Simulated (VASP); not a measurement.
A run of VASP 6.6.1 is set up as follows.

INCAR

```
SYSTEM = La3AlN
ALGO     = Normal         ! electronic algorithm
EDIFF    = 1E-8           ! SCF threshold, eV
ENCUT    = 520            ! plane-wave cutoff, eV
ISIF     = 2              ! what is computed and relaxed
ISMEAR   = 0              ! smearing method
ISPIN    = 2              ! spin polarisation
LASPH    = .True.         ! aspherical terms in the spheres
LCHARG   = .False.        ! write CHGCAR
LEFG     = .True.       
LMAXMIX  = 6              ! l up to which the mixer works
LORBIT   = 11             ! projections on sites
LREAL    = .False.        ! projectors in reciprocal space
LWAVE    = .False.        ! write WAVECAR
MAGMOM   = 1 -2 0.5 4 4   ! initial moments
NBANDS   = 32             ! bands
NELM     = 150            ! most SCF steps
PREC     = Accurate       ! precision mode
SIGMA    = 0.01           ! smearing width, eV
```

KPOINTS

```
k-points
0
Gamma
  6 6 6
  0 0 0
```

The input POSCAR:

```
La3AlN
1.0
    5.0975180767      0.0000000000      0.0000000000
    0.0000000000      5.0975180767      0.0000000000
    0.0000000000      0.0000000000      5.0975180767
La Al N
3 1 1
Direct
    0.5000000000      0.5000000000      0.0000000000
    0.0000000000      0.5000000000      0.5000000000
    0.5000000000      0.0000000000      0.5000000000
    0.0000000000      0.0000000000      0.0000000000
    0.5000000000      0.5000000000      0.5000000000
```

Potentials or basis: VASP PAW LDA potentials, release 64 (La, Al, N).

The run is started by

```console
$ cat potpaw_LDA.64/La/POTCAR potpaw_LDA.64/Al/POTCAR potpaw_LDA.64/N/POTCAR > POTCAR
$ mpirun -np 1 vasp_std > vasp.out
```

(1) Estimate the pressure.

(2) What does it give for the net moment?

(3) What does it give for the site moments?

## Answers

(1) -4.4 GPa.

(2) 0.22 μB per cell.

(3) La +0.03; Al -0.00; N -0.00 μB.

Caveat: without QUAD_EFG the Cq values of the log hold for a quadrupole moment of 1 mb, not for the nuclei.
